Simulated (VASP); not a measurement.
MoS2: single point with PBEsol

Crystal: MoS2.

```
Mo S
1.0
     3.20510    0.00000    0.00000
    -1.60255    2.77570    0.00000
     0.00000    0.00000   11.49767
Mo S
2 4
Direct
  0.33333 0.66667 0.25000
  0.66667 0.33333 0.75000
  0.33333 0.66667 0.62599
  0.66667 0.33333 0.12599
  0.33333 0.66667 0.87401
  0.66667 0.33333 0.37401
```

```
Program             : VASP 6.6.1
Task                : single point
Functional          : PBEsol
Potentials or basis : VASP PAW PBE potentials, release 64 (Mo_sv, S)
Cutoff              : 520 eV
k mesh              : 12 × 12 × 4
Occupations         : methfessel-paxton, width 0.2 eV
Spin                : no spin polarisation
```

```yaml
Pressure: 9.7 GPa
Largest_force: 2.327 eV/Å
Band_gap_on_the_k_mesh: zero (bands 26 and 27 overlap by 0.26 eV)
```

Forces on the atoms (eV/Å):
```
Mo   0.000  0.000  0.000
Mo   0.000  0.000  0.000
S    0.000  0.000 -2.327
S    0.000  0.000 -2.327
S    0.000  0.000  2.327
S    0.000  0.000  2.327
```

Stress tensor (GPa, compression positive):
```
 3.02  0.00  0.00
 0.00  3.02  0.00
 0.00  0.00 23.03
```

Levels at points of the mesh, in eV from the Fermi level:
| k point | band 23 | band 24 | band 25 | band 26 | band 27 | band 28 | band 29 | band 30 |
| --- | --- | --- | --- | --- | --- | --- | --- | --- |
| (0.00, 0.00, 0.00) | -3.17 | -0.98 | -0.77 | 0.27 | 1.65 | 1.65 | 1.66 | 1.66 |
| (0.50, 0.00, 0.00) | -2.46 | -2.40 | -1.96 | -1.62 | 0.88 | 0.97 | 1.43 | 1.57 |
| (0.00, 0.00, 0.50) | -2.48 | -2.48 | 0.05 | 0.05 | 1.65 | 1.65 | 1.65 | 1.65 |
| (0.50, 0.00, 0.50) | -2.58 | -2.58 | -1.75 | -1.75 | 0.92 | 0.92 | 1.51 | 1.51 |

Run time: 3.2 min on 1 thread of Intel(R) Xeon(R) Platinum 8488C (Sapphire Rapids), on a shared host, peak memory 0.32 GiB.

Caveat: the stress differs along the axes, from 3 to 23 GPa; the PAW data sets were made with another functional, which shifts forces and pressure a little; this functional lacks dispersion, which binds layers or chains, so the pressure and a relaxed spacing across them are unreliable.
